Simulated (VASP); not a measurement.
Set up this calculation in VASP 6.6.1, as the native input.

* Task: single point
* Functional: PBEsol
* Potentials or basis: VASP PAW PBE potentials, release 64 (W_sv, C)
* Cutoff: 520 eV
* k mesh: 6 × 6 × 6
* Occupations: methfessel-paxton, width 0.1 eV
* Spin: no spin polarisation
* Dipole correction: no
* Further INCAR settings: ALGO = Normal; EDIFF = 1e-07; NBANDS = 16

The structure of WC lies in POSCAR:

```
WC
1.0
    0.0000000000      2.1926840000      2.1926840000
    2.1926840000      0.0000000000      2.1926840000
    2.1926840000      2.1926840000      0.0000000000
W C
1 1
Direct
    0.0016161340     -0.0338531879      0.0677592690
    0.3874456721      0.5669607372      0.5129768001
```

The input as run:

INCAR

```
SYSTEM = WC
PREC = Accurate
ENCUT = 520
EDIFF = 1E-7
ISMEAR = 1
SIGMA = 0.1
LREAL = .FALSE.
LASPH = .TRUE.
NELM = 80
ALGO = Normal
ISIF = 2
LWAVE = .FALSE.
LCHARG = .FALSE.
GGA = PS
NBANDS = 16
```

KPOINTS

```
Automatic mesh
0
G
  6 6 6
  0 0 0
```

Potentials or basis: VASP PAW PBE potentials, release 64 (W_sv, C).

The run is started by

```bash
$ cat potpaw_PBE.64/W_sv/POTCAR potpaw_PBE.64/C/POTCAR > POTCAR
$ mpirun -np 1 vasp_std > vasp.out
```

Results of the run:

- Pressure: 17.3 GPa
- Largest force: 5.068 eV/Å
- Band gap on the k mesh: zero (band 9 reaches 12.97 eV, above the bottom of band 10 at 10.28 eV)

Caveat: the k points lie up to 0.41 Å⁻¹ apart; the PAW data sets were made with another functional, which shifts forces and pressure a little; spin-orbit coupling is left out, which moves the levels of the heavy elements.

Run time: 14 s on 1 thread of Intel(R) Xeon(R) 6975P-C (Granite Rapids), on a shared host, peak memory 0.16 GiB.
